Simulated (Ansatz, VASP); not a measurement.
# HgTe in VASP and in Ansatz

Contents of INCAR:

```
SYSTEM = HgTe
ALGO = Normal
EDIFF = 1E-6
ENCUT = 520
GGA = PS
ISIF = 2
ISMEAR = -1
LASPH = .True.
LCHARG = .False.
LREAL = .False.
LWAVE = .False.
NBANDS = 16
NELM = 60
PREC = Accurate
SIGMA = 0.05
```

File KPOINTS:

```
k-points
0
Gamma
  9 9 9
  0 0 0
```

Contents of POSCAR:

```
HgTe
1.0
    0.0000000000      3.2235000000      3.2235000000
    3.2235000000      0.0000000000      3.2235000000
    3.2235000000      3.2235000000      0.0000000000
Hg Te
1 1
Direct
    0.0000000000      0.0000000000      0.0000000000
    0.7500000000      0.7500000000      0.7500000000
```

Input for Ansatz:

```yaml
crystal:
  lattice:
    - [0.0, 3.2235, 3.2235]
    - [3.2235, 0.0, 3.2235]
    - [3.2235, 3.2235, 0.0]
  atoms:
    - { symbol: Hg, position: [0.0, 0.0, 0.0] }
    - { symbol: Te, position: [0.75, 0.75, 0.75] }
kpoints:
  mp_grid: { grid: [9, 9, 9] }
  band_path:
    path:
      - [0.0, 0.0, 0.0]
      - [-0.5, -0.5, 0.0]
      - [-0.375, -0.375, 0.25]
      - [-0.375, 0.0, 0.375]
      - [0.0, 0.0, 0.0]
      - [0.0, 0.0, 0.5]
      - [-0.5, -0.25, 0.25]
      - [-0.5, -0.5, 0.0]
    npoints: 5
scf:
  occupations: { method: fermi_dirac, width: 0.05 }
hamiltonian:
  xc: pbesol
  pseudopotentials: { kind: all_electron, lapw: { basis_error: 0.0005 } }
output:
  forces: true
  stress: true
  eigenvalues: true
```

Alike in both runs: task single point; functional PBEsol; k mesh 9 × 9 × 9; occupations fermi-dirac, width 0.05 eV; no spin polarisation.

```csv
,VASP,Ansatz
version,VASP 6.6.1,Ansatz 0.2.0
potentials or method,"VASP PAW PBE potentials, release 64 (Hg, Te), cutoff 520 eV","all-electron LAPW, scalar-relativistic"
```

Ansatz gave:

```
pressure (GPa) : 1.3
```

Question: What did VASP give for the same quantities?

Answer: Pressure (GPa): 1.4.

VASP's potentials were made for PBE, not for PBEsol. Ansatz ran all-electron here, and VASP with PAW potentials.

Neither program's run includes spin-orbit coupling.
